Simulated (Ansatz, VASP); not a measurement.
## One calculation of Pb, two programs

```
Pb
1.0
     3.41907    0.00000    0.00000
    -1.70953    2.96100    0.00000
     0.00000    0.00000    5.71119
Pb
2
Cartesian
  0.0000 1.9740 1.4278
  1.7095 0.9870 4.2834
```

Alike in both runs: functional LDA; k mesh 16 × 16 × 10; occupations fermi-dirac, width 0.08 eV; no spin polarisation.

Ansatz relaxed the structure, and its values are those at the end. VASP's run is a single point on that final structure, the one shown.

|  | VASP | Ansatz |
| --- | --- | --- |
| version | VASP 6.6.1 | Ansatz 0.2.0 |
| potentials or method | VASP PAW LDA potentials, release 64 (Pb_d) | PAW with Ansatz's default frozen-core files, scalar-relativistic |
| plane-wave cutoff (eV) | 520 | 420 |
| valence electrons in the cell | 28 | 28 |

```tsv
	VASP	Ansatz	Ansatz less VASP
pressure (GPa)	0.1	0.0	-0.06
```

LDA's correlation is that of Perdew and Zunger in VASP and of Perdew and Wang (1992) in Ansatz.

Neither program's run includes spin-orbit coupling.
